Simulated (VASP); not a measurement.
# Na (Fm-3m) in VASP: a series of runs

Na is run at these levels: PBE; tasks: single point.

Program: VASP 6.6.1. These are calculated values, not measurements. Logs are shortened: lines on timing, memory, paths and dates and some standing lists are left out, and cuts for length are marked.

## Step 1: The cell of the first run

Symmetry: Fm-3m, No. 225, cubic system. The conventional cell has a = 4.333 Å, b = 4.333 Å, c = 4.333 Å, α = 90.00°, β = 90.00°, γ = 90.00°. Within 4.0 Å of Na (site symmetry m-3m) lie 12 Na at 3.06 Å.

This isn't the form of Na at room conditions, which is bcc.

## Step 2: Single point, PBE (20.33 Å³/atom)

INCAR

```
SYSTEM = Na
PREC = Accurate
ENCUT = 520
EDIFF = 1E-7
ISMEAR = -1
SIGMA = 0.1
LREAL = .False.
LASPH = .True.
NELM = 60
ALGO = Normal
ISIF = 2
LWAVE = .False.
LCHARG = .False.
GGA = PE
NBANDS = 10
```

KPOINTS

```
Automatic mesh
0
Gamma
  14 14 14
  0 0 0
```

POSCAR

```
Na
1.0
    0.0000000000      2.1663047390      2.1663047390
    2.1663047390      0.0000000000      2.1663047390
    2.1663047390      2.1663047390      0.0000000000
Na
1
Direct
    0.0000000000      0.0000000000      0.0000000000
```

Potentials or basis: VASP PAW PBE potentials, release 64 (Na_pv).

Started as:

```
$ cat potpaw_PBE.64/Na_pv/POTCAR > POTCAR
$ mpirun -np 1 vasp_std > vasp.out
```

OUTCAR:

```text
SYSTEM = Na
   PREC = Accurate
   ENCUT = 520
   EDIFF = 1E-7
   ISMEAR = -1
   LREAL = .False.
   LASPH = .True.
   NELM = 60
   ISIF = 2
   GGA = PE

 ion  position               nearest neighbor table
   1  0.000  0.000  0.000-

  LATTYP: Found a face centered cubic cell.
 ALAT       =     4.3326094780

  Lattice vectors:

 A1 = (   0.0000000000,   2.1663047390,   2.1663047390)
 A2 = (   2.1663047390,   0.0000000000,   2.1663047390)
 A3 = (   2.1663047390,   2.1663047390,   0.0000000000)

Analysis of symmetry for initial positions (statically):
=====================================================================
 Subroutine PRICEL returns:
 Original cell was already a primitive cell.

 Routine SETGRP: Setting up the symmetry group for a
 face centered cubic supercell.

 Subroutine GETGRP returns: Found 48 space group operations
 (whereof 48 operations were pure point group operations)
 out of a pool of 48 trial point group operations.

The static configuration has the point symmetry O_h .

Analysis of symmetry for dynamics (positions and initial velocities):
=====================================================================
 Subroutine PRICEL returns:
 Original cell was already a primitive cell.

 Routine SETGRP: Setting up the symmetry group for a
 face centered cubic supercell.

 Subroutine GETGRP returns: Found 48 space group operations
 (whereof 48 operations were pure point group operations)
 out of a pool of 48 trial point group operations.

The dynamic configuration has the point symmetry O_h .

 Subroutine INISYM returns: Found 48 space group operations
 (whereof 48 operations are pure point group operations),
 and found     1 'primitive' translations

----------------------------------------------------------------------------------------

                                     Primitive cell

  volume of cell :      20.3324

  direct lattice vectors                    reciprocal lattice vectors
     0.000000000  2.166304739  2.166304739    -0.230807786  0.230807786  0.230807786
     2.166304739  0.000000000  2.166304739     0.230807786 -0.230807786  0.230807786
     2.166304739  2.166304739  0.000000000     0.230807786  0.230807786 -0.230807786

  length of vectors
     3.063617542  3.063617542  3.063617542     0.399770812  0.399770812  0.399770812

  position of ions in fractional coordinates (direct lattice)
     0.000000000  0.000000000  0.000000000

  ion indices of the primitive-cell ions
   primitive index   ion index
                 1           1

----------------------------------------------------------------------------------------

 KPOINTS: Automatic mesh

Automatic generation of k-mesh.
 Grid dimensions read from file:
 generate k-points for:   14   14   14

 Generating k-lattice:

  Cartesian coordinates                     Fractional coordinates (reciprocal lattice)
    -0.016486270  0.016486270  0.016486270     0.071428571  0.000000000  0.000000000
     0.016486270 -0.016486270  0.016486270     0.000000000  0.071428571  0.000000000
     0.016486270  0.016486270 -0.016486270     0.000000000  0.000000000  0.071428571

  Length of vectors
     0.028555058  0.028555058  0.028555058

  Shift w.r.t. Gamma in fractional coordinates (k-lattice)
     0.000000000  0.000000000  0.000000000

 Subroutine IBZKPT returns following result:
 ===========================================

 Found    104 irreducible k-points:

 Following reciprocal coordinates:
            Coordinates               Weight
  0.000000  0.000000  0.000000      1.000000
  0.071429  0.000000  0.000000      8.000000
  0.142857  0.000000  0.000000      8.000000
  0.214286  0.000000  0.000000      8.000000
  0.285714  0.000000  0.000000      8.000000
  0.357143  0.000000  0.000000      8.000000
[... 16 lines left out ...]
  0.214286  0.142857  0.000000     24.000000
  0.285714  0.142857  0.000000     24.000000
 [... further k-points ...]
   k-points           NKPTS =    104   k-points in BZ     NKDIM =    104   number of bands    NBANDS=     10
   number of dos      NEDOS =    301   number of ions     NIONS =      1
   total plane-waves  NPLWV =  13824
   dimension x,y,z NGX =    24 NGY =   24 NGZ =   24
   dimension x,y,z NGXF=    48 NGYF=   48 NGZF=   48
   ions per type =               1
   NGX,Y,Z   is equivalent  to a cutoff of  13.02, 13.02, 13.02 a.u.
   NGXF,Y,Z  is equivalent  to a cutoff of  26.05, 26.05, 26.05 a.u.
 SYSTEM =  Na
   PREC   = accura    normal or accurate (medium, high low for compatibility)
   ISTART =      0    job   : 0-new  1-cont  2-samecut
   ICHARG =      2    charge: 1-file 2-atom 10-const
   ISPIN  =      1    spin polarized calculation?
   LNONCOLLINEAR =      F non collinear calculations
   LSORBIT =      F    spin-orbit coupling
   LASPH  =      T    aspherical Exc in radial PAW
   ENCUT  =  520.0 eV  38.22 Ry    6.18 a.u.   5.70  5.70  5.70*2*pi/ulx,y,z
   NELM   =     60;   NELMIN=  2; NELMDL= -5     # of ELM steps
   EDIFF  = 0.1E-06   stopping-criterion for ELM
   LREAL  =      F    real-space projection
   EDIFFG = 0.1E-05   stopping-criterion for IOM
   NSW    =      0    number of steps for IOM
   IBRION =     -1    ionic relax: 0-MD 1-quasi-New 2-CG
   NFREE  =      0    steps in history (QN), initial steepest desc. (CG)
   ISIF   =      2    stress and relaxation
   ISYM   =      2    0-nonsym 1-usesym 2-fastsym
   POTIM  = 0.5000    time-step for ionic-motion
   TEBEG  =    0.0;   TEEND  =   0.0 temperature during run
   PSTRESS=    0.0 pullay stress
   NELECT =       7.0000    total number of electrons
   NUPDOWN=      -1.0000    fix difference up-down
   EMIN   =  10.00;   EMAX   =-10.00  energy-range for DOS
   EFERMI =   0.00;   METHOD = LEGACY
   ISMEAR =    -1;   SIGMA  =   0.10  broadening in eV -4-tet -1-fermi 0-gaus
   EFERMI_NEDOS =   21; number of points for ismear=-14 and -15
   IALGO  =     38    algorithm
   IMIX   =      4    mixing-type and parameters
     AMIX     =   0.40;   BMIX     =  1.00
     AMIX_MAG =   1.60;   BMIX_MAG =  1.00
  volume/ion in A,a.u.               =      20.33       137.21
  Fermi-wavevector in a.u.,A,eV,Ry     =   1.147391  2.168254 17.912141  1.316505
  Thomas-Fermi vector in A             =   2.284071
   LORBIT       =      0    0 simple, 1 ext, 2 COOP (PROOUT), +10 PAW based schemes
   GGA     = PE    functional components
   LHFCALC =     F    Hartree Fock is set to
   AEXX    =    0.0000 exact exchange contribution
   IVDW    =     0    specifies the selected vdW correction
   LEPSILON=     F    determine dielectric tensor
   LRPA    =     F    only Hartree local field effects (RPA)
 non-spin polarized calculation
  energy-cutoff  :      520.00
  volume of cell :       20.33
 maximum number of plane-waves:       568
   NGX = 11   NGY = 11   NGZ = 11

 number of electron       6.9999992 magnetization

 Free energy of the ion-electron system (eV)
  ---------------------------------------------------
  ext. energy  EPLUGINS =         0.00000000
  ---------------------------------------------------
  free energy    TOTEN  =        -0.86039314 eV

  energy without entropy =       -0.85010100  energy(sigma->0) =       -0.85524707

 E-fermi :   2.8160     XC(G=0):  -8.3168

 val. band max:        2.6967288016   @ k =   0.5000   0.3571   0.1429
 cond. band min:       2.8441669650   @ k =   0.5000   0.2857   0.0714
 fundamental gap:      0.1474381634
 Fermi energy:         2.8160127111

 k-point     1 :       0.0000    0.0000    0.0000
  band No.  band energies     occupation
      1     -21.9912      2.00000
      2     -21.9912      2.00000
      3     -21.9912      2.00000
      4      -2.0082      2.00000
      5      18.0015      0.00000
      6      18.0015      0.00000
      7      18.0015      0.00000
      8      19.7164      0.00000
      9      21.8929      0.00000
     10      21.8929      0.00000

 k-point     2 :       0.0714    0.0000    0.0000
  band No.  band energies     occupation
      1     -22.0042      2.00000
      2     -21.9927      2.00000
      3     -21.9927      2.00000
      4      -1.8761      2.00000
      5      16.3387      0.00000
      6      17.9006      0.00000
      7      17.9007      0.00000
      8      20.4186      0.00000
      9      21.9616      0.00000
     10      21.9851      0.00000

 k-point     3 :       0.1429    0.0000    0.0000
  band No.  band energies     occupation
      1     -22.0403      2.00000
      2     -21.9969      2.00000
      3     -21.9969      2.00000
      4      -1.4839      2.00000
      5      13.9928      0.00000
      6      17.6487      0.00000
      7      17.6487      0.00000
      8      19.9150      0.00000
      9      21.9075      0.00000
     10      21.9075      0.00000

 k-point     4 :       0.2143    0.0000    0.0000
  band No.  band energies     occupation
      1     -22.0918      2.00000
      2     -22.0030      2.00000
      3     -22.0030      2.00000
      4      -0.8425      2.00000
      5      11.6890      0.00000
      6      17.3362      0.00000
      7      17.3362      0.00000
      8      19.2593      0.00000
      9      21.4764      0.00000
     10      21.4764      0.00000
[... 222 lines left out ...]
 k-point    22 :       0.1429    0.1429    0.0000
  band No.  band energies     occupation
      1     -22.0394      2.00000
      2     -22.0071      2.00000
      3     -22.0071      2.00000
      4      -1.3115      2.00000
      5      14.8646      0.00000
      6      16.3391      0.00000
      7      16.3391      0.00000
      8      17.7884      0.00000
      9      22.6358      0.00000
     10      24.1540      0.00000

 k-point    23 :       0.2143    0.1429    0.0000
  band No.  band energies     occupation
      1     -22.0726      2.00000
      2     -22.0150      2.00000
      3     -22.0132      2.00000
      4      -0.8428      2.00000
      5      13.2761      0.00000
      6      15.7626      0.00000
      7      15.8809      0.00000
      8      17.3028      0.00000
      9      22.1216      0.00000
     10      24.2552      0.00000

 k-point    24 :       0.2857    0.1429    0.0000
  band No.  band energies     occupation
      1     -22.1181      2.00000
      2     -22.0228      2.00000
      3     -22.0205      2.00000
      4      -0.1331      2.00000
      5      11.1927      0.00000
      6      14.9269      0.00000
      7      15.5651      0.00000
      8      17.5515      0.00000
      9      22.2495      0.00000
     10      23.9419      0.00000

 [... further k-points ...]

------------------------ aborting loop because EDIFF is reached ----------------------------------------

  FORCE on cell =-STRESS in cart. coord.  units (eV):
  Direction    XX          YY          ZZ          XY          YZ          ZX
  --------------------------------------------------------------------------------------
  -------------------------------------------------------------------------------------
  Total        1.8077560      1.8077560      1.8077560     -0.0000000      0.0000000     -0.0000000
  in kB      142.4497655    142.4497655    142.4497655     -0.0000000      0.0000000     -0.0000000
  external PRESSURE =     142.4497655 kB  Pullay stress =       0.0000000 kB

 VOLUME and BASIS-vectors are now :
 -----------------------------------------------------------------------------
  energy-cutoff  :      520.00
  volume of cell :       20.33
      direct lattice vectors                 reciprocal lattice vectors
     0.000000000  2.166304739  2.166304739    -0.230807786  0.230807786  0.230807786
     2.166304739  0.000000000  2.166304739     0.230807786 -0.230807786  0.230807786
     2.166304739  2.166304739  0.000000000     0.230807786  0.230807786 -0.230807786

 POSITION                                       TOTAL-FORCE (eV/Angst)
 -----------------------------------------------------------------------------------
      0.00000      0.00000      0.00000         0.000000      0.000000      0.000000
 -----------------------------------------------------------------------------------
    total drift:                               -0.000000      0.000000     -0.000000

  FREE ENERGIE OF THE ION-ELECTRON SYSTEM (eV)
  ---------------------------------------------------
  free  energy   TOTEN  =        -0.8603931372 eV

  energy  without entropy=       -0.8501010036  energy(sigma->0) =       -0.85524707
```

Wall time 4.8 s (1 thread of Intel Xeon 6975P-C (Granite Rapids), shared host); peak memory 0.14 GiB.

Results:

```
Free energy            : -0.8604 eV
Pressure               : 14.2 GPa
Band gap on the k mesh : zero (an odd number of electrons rules out a gap without spin polarisation)
```

Levels at points of the mesh, in eV from the Fermi level:
| k point | band 1 | band 2 | band 3 | band 4 | band 5 | band 6 | band 7 | band 8 |
| --- | --- | --- | --- | --- | --- | --- | --- | --- |
| (0.00, 0.00, 0.00) | -24.81 | -24.81 | -24.81 | -4.82 | 15.19 | 15.19 | 15.19 | 16.90 |
| (0.50, 0.00, 0.00) | -25.06 | -24.84 | -24.84 | 0.65 | 1.62 | 13.74 | 13.74 | 15.48 |
| (0.50, 0.50, 0.00) | -25.04 | -24.89 | -24.89 | 2.64 | 2.98 | 8.02 | 10.80 | 10.80 |

Caveat: the cell stands under pressure.

## Step 3: Single point, PBE (20.33 Å³/atom)

INCAR

```
PREC     = Accurate       # precision mode
ENCUT    = 520            # plane-wave cutoff, eV
EDIFF    = 1E-6           # SCF threshold, eV
ISMEAR   = -1             # smearing method
SIGMA    = 0.1            # smearing width, eV
LREAL    = False          # projectors in reciprocal space
LASPH    = True           # aspherical terms in the spheres
NELM     = 100            # most SCF steps
ALGO     = Normal         # electronic algorithm
ISIF     = 2              # what is computed and relaxed
LWAVE    = False          # write WAVECAR
LCHARG   = False          # write CHGCAR
GGA      = PE             # functional
NBANDS   = 10             # bands
```

KPOINTS

```
Automatic mesh
0
Gamma
  14 14 14
```

POSCAR is that of step 2.

Potentials or basis: VASP PAW PBE potentials, release 64 (Na_pv).

Started as:

```
$ cat potpaw_PBE.64/Na_pv/POTCAR > POTCAR
$ mpirun -np 1 vasp_std > vasp.out
```

Wall time 4.2 s (1 thread of Intel Xeon 6975P-C (Granite Rapids), shared host); peak memory 0.14 GiB.

The run converged. Its results:

* Free energy: -0.8604 eV
* Pressure: 14.1 GPa
* Band gap on the k mesh: zero (an odd number of electrons rules out a gap without spin polarisation)

Levels at points of the mesh, in eV from the Fermi level:
| k point | band 1 | band 2 | band 3 | band 4 | band 5 | band 6 | band 7 | band 8 | band 9 |
| --- | --- | --- | --- | --- | --- | --- | --- | --- | --- |
| (0.00, 0.00, 0.00) | -24.81 | -24.81 | -24.81 | -4.82 | 15.19 | 15.19 | 15.19 | 16.90 | 19.08 |
| (0.50, 0.00, 0.00) | -25.06 | -24.84 | -24.84 | 0.65 | 1.62 | 13.74 | 13.74 | 15.48 | 17.36 |
| (0.50, 0.50, 0.00) | -25.04 | -24.89 | -24.89 | 2.64 | 2.98 | 8.02 | 10.80 | 10.80 | 15.23 |

Caveat: the cell stands under pressure.

[end of part 1 of 2]

The gap in the log of VASP goes by the Fermi energy; the results here count the filled bands.